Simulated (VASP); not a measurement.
# GaP (F-43m) in VASP: dielectric tensor with r2SCAN

Aim: the dielectric tensor of GaP with r2SCAN.

Program: VASP 6.6.1. These are calculated values, not measurements. Logs are shortened: lines on timing, memory, paths and dates and some standing lists are left out, and cuts for length are marked.

## Step 1: The cell of the first run

Symmetry: F-43m, No. 216, cubic system. The conventional cell has a = 5.451 Å, b = 5.451 Å, c = 5.451 Å, α = 90.00°, β = 90.00°, γ = 90.00°. Within 3.1 Å of Ga (site symmetry -43m) lie 4 P at 2.36 Å. P (site symmetry -43m) has 4 Ga at 2.36 Å within 3.1 Å.

## Step 2: Dielectric tensor, r2SCAN

File INCAR:

```
SYSTEM = GaP
PREC = Accurate ; ENCUT = 520
EDIFF = 1E-8 ; ISMEAR = 0
SIGMA = 0.01 ; LREAL = .False.
LASPH = .True. ; NELM = 60
ALGO = Normal ; ISIF = 2
LWAVE = .False. ; LCHARG = .False.
METAGGA = R2SCAN ; LMIXTAU = .True.
LCALCEPS = .True.
```

File KPOINTS:

```
Automatic mesh
0
Gamma
  6 6 6
  0 0 0
```

File POSCAR:

```
GaP
1.0
    0.0000000000      2.7253992985      2.7253992985
    2.7253992985      0.0000000000      2.7253992985
    2.7253992985      2.7253992985      0.0000000000
Ga P
1 1
Direct
    0.0000000000      0.0000000000      0.0000000000
    0.2500000000      0.2500000000      0.2500000000
```

Potentials or basis: VASP PAW PBE potentials, release 64 (Ga_d, P).

The run is started by

```bash
cat potpaw_PBE.64/Ga_d/POTCAR potpaw_PBE.64/P/POTCAR > POTCAR
mpirun -np 1 vasp_std > vasp.out
```

OUTCAR:

```text
SYSTEM = GaP
   PREC = Accurate
   ENCUT = 520
   EDIFF = 1E-8
   ISMEAR = 0
   LREAL = .False.
   LASPH = .True.
   NELM = 60
   ISIF = 2
   METAGGA = R2SCAN

 ion  position               nearest neighbor table
   1  0.000  0.000  0.000-   2 2.36   2 2.36   2 2.36   2 2.36
   2  0.250  0.250  0.250-   1 2.36   1 2.36   1 2.36   1 2.36

  LATTYP: Found a face centered cubic cell.
 ALAT       =     5.4507985970

  Lattice vectors:

 A1 = (   0.0000000000,   2.7253992985,   2.7253992985)
 A2 = (   2.7253992985,   0.0000000000,   2.7253992985)
 A3 = (   2.7253992985,   2.7253992985,   0.0000000000)

Analysis of symmetry for initial positions (statically):
=====================================================================
 Subroutine PRICEL returns:
 Original cell was already a primitive cell.

 Routine SETGRP: Setting up the symmetry group for a
 face centered cubic supercell.

 Subroutine GETGRP returns: Found 24 space group operations
 (whereof 24 operations were pure point group operations)
 out of a pool of 48 trial point group operations.

The static configuration has the point symmetry T_d .

Analysis of symmetry for dynamics (positions and initial velocities):
=====================================================================
 Subroutine PRICEL returns:
 Original cell was already a primitive cell.

 Routine SETGRP: Setting up the symmetry group for a
 face centered cubic supercell.

 Subroutine GETGRP returns: Found 24 space group operations
 (whereof 24 operations were pure point group operations)
 out of a pool of 48 trial point group operations.

The dynamic configuration has the point symmetry T_d .

 Subroutine INISYM returns: Found 24 space group operations
 (whereof 24 operations are pure point group operations),
 and found     1 'primitive' translations

----------------------------------------------------------------------------------------

                                     Primitive cell

  volume of cell :      40.4874

  direct lattice vectors                    reciprocal lattice vectors
     0.000000000  2.725399299  2.725399299    -0.183459356  0.183459356  0.183459356
     2.725399299  0.000000000  2.725399299     0.183459356 -0.183459356  0.183459356
     2.725399299  2.725399299  0.000000000     0.183459356  0.183459356 -0.183459356

  length of vectors
     3.854296651  3.854296651  3.854296651     0.317760926  0.317760926  0.317760926

  position of ions in fractional coordinates (direct lattice)
     0.000000000  0.000000000  0.000000000
     0.250000000  0.250000000  0.250000000

  ion indices of the primitive-cell ions
   primitive index   ion index
                 1           1
                 2           2

----------------------------------------------------------------------------------------

 KPOINTS: Automatic mesh

Automatic generation of k-mesh.
 Grid dimensions read from file:
 generate k-points for:    6    6    6

 Generating k-lattice:

  Cartesian coordinates                     Fractional coordinates (reciprocal lattice)
    -0.030576559  0.030576559  0.030576559     0.166666667  0.000000000  0.000000000
     0.030576559 -0.030576559  0.030576559     0.000000000  0.166666667  0.000000000
     0.030576559  0.030576559 -0.030576559     0.000000000  0.000000000  0.166666667

  Length of vectors
     0.052960154  0.052960154  0.052960154

  Shift w.r.t. Gamma in fractional coordinates (k-lattice)
     0.000000000  0.000000000  0.000000000

 Subroutine IBZKPT returns following result:
 ===========================================

 Found     16 irreducible k-points:

 Following reciprocal coordinates:
            Coordinates               Weight
  0.000000  0.000000  0.000000      1.000000
  0.166667  0.000000  0.000000      8.000000
  0.333333  0.000000  0.000000      8.000000
  0.500000  0.000000  0.000000      4.000000
  0.166667  0.166667  0.000000      6.000000
  0.333333  0.166667  0.000000     24.000000
[... 8 lines left out ...]
 -0.333333  0.333333  0.166667     24.000000
 -0.333333  0.500000  0.166667     12.000000
   k-points           NKPTS =     16   k-points in BZ     NKDIM =     16   number of bands    NBANDS=     13
   number of dos      NEDOS =    301   number of ions     NIONS =      2
   total plane-waves  NPLWV =  27000
   dimension x,y,z NGX =    30 NGY =   30 NGZ =   30
   dimension x,y,z NGXF=    60 NGYF=   60 NGZF=   60
   ions per type =               1   1
   NGX,Y,Z   is equivalent  to a cutoff of  12.94, 12.94, 12.94 a.u.
   NGXF,Y,Z  is equivalent  to a cutoff of  25.88, 25.88, 25.88 a.u.
 SYSTEM =  GaP
   PREC   = accura    normal or accurate (medium, high low for compatibility)
   ISTART =      0    job   : 0-new  1-cont  2-samecut
   ICHARG =      2    charge: 1-file 2-atom 10-const
   ISPIN  =      1    spin polarized calculation?
   LNONCOLLINEAR =      F non collinear calculations
   LSORBIT =      F    spin-orbit coupling
   LASPH  =      T    aspherical Exc in radial PAW
   ENCUT  =  520.0 eV  38.22 Ry    6.18 a.u.   7.17  7.17  7.17*2*pi/ulx,y,z
   NELM   =     60;   NELMIN=  2; NELMDL= -5     # of ELM steps
   EDIFF  = 0.1E-07   stopping-criterion for ELM
   LREAL  =      F    real-space projection
   EDIFFG = 0.1E-06   stopping-criterion for IOM
   NSW    =      0    number of steps for IOM
   IBRION =     -1    ionic relax: 0-MD 1-quasi-New 2-CG
   NFREE  =      0    steps in history (QN), initial steepest desc. (CG)
   ISIF   =      2    stress and relaxation
   ISYM   =      2    0-nonsym 1-usesym 2-fastsym
   POTIM  = 0.5000    time-step for ionic-motion
   TEBEG  =    0.0;   TEEND  =   0.0 temperature during run
   PSTRESS=    0.0 pullay stress
   NELECT =      18.0000    total number of electrons
   NUPDOWN=      -1.0000    fix difference up-down
   EMIN   =  10.00;   EMAX   =-10.00  energy-range for DOS
   EFERMI =   0.00;   METHOD = LEGACY
   ISMEAR =     0;   SIGMA  =   0.01  broadening in eV -4-tet -1-fermi 0-gaus
   EFERMI_NEDOS =   21; number of points for ismear=-14 and -15
   IALGO  =     38    algorithm
   IMIX   =      4    mixing-type and parameters
     AMIX     =   0.40;   BMIX     =  1.00
     AMIX_MAG =   1.60;   BMIX_MAG =  1.00
  volume/ion in A,a.u.               =      20.24       136.61
  Fermi-wavevector in a.u.,A,eV,Ry     =   1.249469  2.361154 21.241049  1.561173
  Thomas-Fermi vector in A             =   2.383508
   LORBIT       =      0    0 simple, 1 ext, 2 COOP (PROOUT), +10 PAW based schemes
   METAGGA = R2SCAN    functional components
   LHFCALC =     F    Hartree Fock is set to
   AEXX    =    0.0000 exact exchange contribution
   IVDW    =     0    specifies the selected vdW correction
   LEPSILON=     F    determine dielectric tensor
   LRPA    =     F    only Hartree local field effects (RPA)
   LRPA       =     F
 non-spin polarized calculation
 Gauss-broadening in eV      SIGMA  =   0.01
  energy-cutoff  :      520.00
  volume of cell :       40.49
 maximum number of plane-waves:      1113
 NGX is ok and might be reduce to    30
   NGX = 15   NGY = 15   NGZ = 15

 number of electron      17.9999989 magnetization

 Free energy of the ion-electron system (eV)
  ---------------------------------------------------
  ext. energy  EPLUGINS =         0.00000000
  ---------------------------------------------------
  free energy    TOTEN  =       -21.45121473 eV

  energy without entropy =      -21.45121473  energy(sigma->0) =      -21.45121473

 E-fermi :   4.5150     XC(G=0): -10.5460

 val. band max:        4.4658754988   @ k =   0.0000   0.0000   0.0000
 cond. band min:   10000.0000000000   @ k =   0.0000   0.0000   0.0000
 fundamental gap:   9995.5341245012
 Fermi energy:         4.5150337891

 k-point     1 :       0.0000    0.0000    0.0000
  band No.  band energies     occupation
      1     -10.5301      2.00000
      2     -10.5294      2.00000
      3     -10.5287      2.00000
      4     -10.4158      2.00000
      5     -10.4158      2.00000
      6      -8.5550      2.00000
      7       4.4655      2.00000
      8       4.4658      2.00000
      9       4.4659      2.00000
     10   10000.0000      0.00000
     11   10000.0000      0.00000
     12   10000.0000      0.00000
     13   10000.0000      0.00000
[... 354 lines left out ...]
  band No.  band energies     occupation
      1     -10.6062      2.00000
      2     -10.5000      2.00000
      3     -10.4967      2.00000
      4     -10.4275      2.00000
      5     -10.4055      2.00000
      6      -7.2574      2.00000
      7      -0.0842      2.00000
      8       2.6251      2.00000
      9       2.8429      2.00000
     10   10000.0000      0.00000
     11   10000.0000      0.00000
     12   10000.0000      0.00000
     13   10000.0000      0.00000

 [... further k-points ...]

------------------------ aborting loop because EDIFF is reached ----------------------------------------

            Ionic dipole moment: p[ion]=(     6.81350     6.81350     6.81350 ) |e| Angst

 Total electronic dipole moment: p[elc]=(     0.01184     0.01184     0.02975 ) |e| Angst

 MACROSCOPIC STATIC DIELECTRIC TENSOR (including local field effects)
 ------------------------------------------------------
           9.018441     0.000000     0.000000
           0.000000     9.018441     0.000000
          -0.000000     0.000000     9.018441
 ------------------------------------------------------

 PIEZOELECTRIC TENSOR (including local field effects) (e Angst)
          XX          YY          ZZ          XY          YZ          ZX
  --------------------------------------------------------------------------------
  x     0.00000     0.00000     0.00000     0.00000    -1.99613    -0.00000
  y    -0.00000    -0.00000    -0.00000     0.00000     0.00000    -1.99613
  z     0.00000     0.00000    -0.00000    -1.99613    -0.00000     0.00000

 PIEZOELECTRIC TENSOR (including local field effects) (C/m^2)
          XX          YY          ZZ          XY          YZ          ZX
  --------------------------------------------------------------------------------
  x     0.00000     0.00000     0.00000     0.00000    -0.78991    -0.00000
  y    -0.00000    -0.00000    -0.00000     0.00000     0.00000    -0.78991
  z     0.00000     0.00000    -0.00000    -0.78991    -0.00000     0.00000

 BORN EFFECTIVE CHARGES (including local field effects) (in |e|, cummulative output)
 ---------------------------------------------------------------------------------
 ion    1
    1     2.15993     0.00000     0.00000
    2     0.00000     2.15993     0.00000
    3     0.00000     0.00000     2.15993
 ion    2
    1    -2.15993    -0.00000    -0.00000
    2    -0.00000    -2.15993    -0.00000
    3    -0.00000    -0.00000    -2.15993

  FORCE on cell =-STRESS in cart. coord.  units (eV):
  Direction    XX          YY          ZZ          XY          YZ          ZX
  --------------------------------------------------------------------------------------
  -------------------------------------------------------------------------------------
  Total       -0.0009433     -0.0009433     -0.0009433      0.0000000      0.0000000     -0.0000000
  in kB       -0.0373281     -0.0373281     -0.0373281      0.0000000      0.0000000     -0.0000000
  external PRESSURE =      -0.0373281 kB  Pullay stress =       0.0000000 kB

 VOLUME and BASIS-vectors are now :
 -----------------------------------------------------------------------------
  energy-cutoff  :      520.00
  volume of cell :       40.49
      direct lattice vectors                 reciprocal lattice vectors
     0.000000000  2.725399299  2.725399299    -0.183459356  0.183459356  0.183459356
     2.725399299  0.000000000  2.725399299     0.183459356 -0.183459356  0.183459356
     2.725399299  2.725399299  0.000000000     0.183459356  0.183459356 -0.183459356

 POSITION                                       TOTAL-FORCE (eV/Angst)
 -----------------------------------------------------------------------------------
      0.00000      0.00000      0.00000         0.000000     -0.000000      0.000000
      1.36270      1.36270      1.36270        -0.000000      0.000000     -0.000000
 -----------------------------------------------------------------------------------
    total drift:                                0.000010      0.000010      0.000010

  FREE ENERGIE OF THE ION-ELECTRON SYSTEM (eV)
  ---------------------------------------------------
  free  energy   TOTEN  =       -21.4512147299 eV

  energy  without entropy=      -21.4512147299  energy(sigma->0) =      -21.45121473
```

Wall time 49 min (1 thread of Intel Xeon 8259CL, shared host); peak memory 0.31 GiB.

Results:

```
Band gap on the k mesh                  : 1.91 eV (least direct gap 2.34 eV)
Electronic dielectric tensor (diagonal) : 9.02
Born charges (mean of the diagonal)     : Ga +2.16; P -2.16 e
```

Electronic dielectric tensor:
```
9.02 0.00 0.00
0.00 9.02 0.00
0.00 0.00 9.02
```

Born effective charge tensors (e):
atom 1, Ga
```
2.16 0.00 0.00
0.00 2.16 0.00
0.00 0.00 2.16
```
atom 2, P
```
-2.16  0.00  0.00
 0.00 -2.16  0.00
 0.00  0.00 -2.16
```

Dipole moments of the cell (e·Å, modulo the quantum): ionic 6.814, 6.814, 6.814; electronic 0.012, 0.012, 0.030

Caveat: the PAW data sets were made with another functional, which shifts forces and pressure a little.

The gap in the log of VASP goes by the Fermi energy; the results here count the filled bands.